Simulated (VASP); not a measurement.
## Si: single point with LDA

Crystal: Si.

```
CELL_PARAMETERS angstrom
2.52700 0.00000 0.00000
-1.26350 2.18845 0.00000
0.00000 0.00000 2.37300
ATOMIC_POSITIONS crystal
Si 0.00000 0.00000 0.00000
```

```json
{"Program": "VASP 6.6.1", "Task": "single point", "Functional": "LDA", "Potentials or basis": "VASP PAW LDA potentials, release 64 (Si)", "Cutoff": "500 eV", "k mesh": "14 × 14 × 13", "Occupations": "methfessel-paxton, width 0.1 eV", "Spin": "no spin polarisation"}
```

The pressure is 15.4 GPa and the band gap on the k mesh is zero (band 2 reaches 18.80 eV, above the bottom of band 3 at 7.29 eV).

Stress tensor (GPa, compression positive):
```
16.08  0.00  0.00
 0.00 16.08  0.00
 0.00  0.00 14.15
```

Levels at points of the mesh, in eV from the Fermi level:
| k point | band 1 | band 2 | band 3 | band 4 | band 5 | band 6 | band 7 |
| --- | --- | --- | --- | --- | --- | --- | --- |
| (0.00, 0.00, 0.00) | -15.21 | 7.53 | 8.73 | 11.34 | 11.34 | 12.58 | 12.58 |
| (0.50, 0.00, 0.00) | -8.02 | -7.60 | 5.53 | 6.52 | 14.24 | 15.78 | 18.25 |

Wall time 16 s on 1 thread of Intel Xeon 8259CL (shared host), peak memory 0.12 GiB.
